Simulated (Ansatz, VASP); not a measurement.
**NaI in VASP and in Ansatz**

```
Na I
1.0
     0.00000    3.40564    3.40564
     3.40564    0.00000    3.40564
     3.40564    3.40564    0.00000
Na I
1 1
Cartesian
  0.0000 0.0000 0.0000
  3.4056 3.4056 3.4056
```

Change from the starting cell: hydrostatic strain +5.5%.

Alike in both runs: task single point; functional r2SCAN; k mesh 8 × 8 × 8; no spin polarisation.

|  | VASP | Ansatz |
| --- | --- | --- |
| version | VASP 6.6.1 | Ansatz 0.2.0 |
| potentials or method | VASP PAW PBE potentials, release 64 (Na_pv, I) | plane waves, PAW |
| plane-wave cutoff (eV) | 520 | 500 |
| occupations | gaussian, width 0.01 eV | fixed |
| valence electrons in the cell | 14 | 26 |

|  | VASP | Ansatz | Ansatz less VASP |
| --- | --- | --- | --- |
| gap on the k mesh at the Fermi level (eV) | 4.03 | 4.02 | -0.008 |
| pressure (GPa) | -1.9 | -1.9 | +0.05 |

VASP's potentials were made for PBE, not for r2SCAN. VASP's potentials hold 14 valence electrons a cell and Ansatz's 26, so a difference there can come from the potentials and not from the codes.

Neither program's run includes spin-orbit coupling.
